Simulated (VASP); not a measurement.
Runs of VASP 6.6.1 on Cr. The structure is that of space group P6_3/mmc (No. 194), or close to it. The cells are those of the table. This isn't the form of Cr at room conditions, which is bcc.

```csv
spin,cell,k mesh,gap on the mesh (eV),pressure (GPa),moment (μB)
off,"a = 2.385, b = 2.385, c = 4.241 Å, angles 90.0, 90.0, 120.0°, 2 atoms",18 × 18 × 10,none,29.1,-
off,"a = 2.456, b = 2.456, c = 4.398 Å, angles 90.0, 90.0, 120.0°, 2 atoms",18 × 18 × 10,none,-0.5,-
"collinear, ferromagnetic start","a = 2.452, b = 2.452, c = 4.404 Å, angles 90.0, 90.0, 120.0°, 2 atoms",12 × 12 × 4,none,-0.5,0.00
off,"a = 2.361, b = 2.361, c = 4.187 Å, angles 90.0, 90.0, 120.0°, 2 atoms",18 × 18 × 10,none,42.3,-
off,"a = 2.714, b = 2.714, c = 4.410 Å, angles 90.0, 90.0, 120.0°, 2 atoms",18 × 18 × 10,none,-34.2,-
off,"a = 2.433, b = 2.433, c = 4.346 Å, angles 90.0, 90.0, 120.0°, 2 atoms",18 × 18 × 10,none,7.8,-
"collinear, ferromagnetic start","a = 2.714, b = 2.714, c = 4.410 Å, angles 90.0, 90.0, 120.0°, 2 atoms",6 × 6 × 4,none,-31.4,1.94
off,"a = 2.478, b = 2.478, c = 4.449 Å, angles 90.0, 90.0, 120.0°, 2 atoms",18 × 18 × 10,none,-7.6,-
off,"a = 2.409, b = 2.409, c = 4.294 Å, angles 90.0, 90.0, 120.0°, 2 atoms",18 × 18 × 10,none,(a),-
off,"a = 2.527, b = 2.527, c = 4.569 Å, angles 90.0, 90.0, 120.0°, 2 atoms",18 × 18 × 10,none,(b),-
off,"a = 2.499, b = 2.499, c = 4.501 Å, angles 90.0, 90.0, 120.0°, 2 atoms",18 × 18 × 10,none,-13.6,-
```

Alike in all rows: task single point; level PBEsol; potentials or basis VASP PAW PBE potentials, release 64 (Cr_pv); cutoff (eV) 520; smearing gaussian 0.1 eV.

Fill in the values left out.

(a) 17.6; (b) -20.3.

Caveats: some runs use coarse meshes; the PAW data sets were made with another functional, which shifts forces and pressure a little; the cell stands under pressure (at least some runs); the cell stands under tension (at least some runs); an empty level that is flat over the whole mesh can mark a ghost state of the potentials, or a narrow d or f band (at least some runs); the moments typed at the start vanished in this run (at least some runs); the stress differs along the axes, from -37 to -28 GPa (at least some runs).

A gap of «none» marks levels without a gap at the run's occupations.
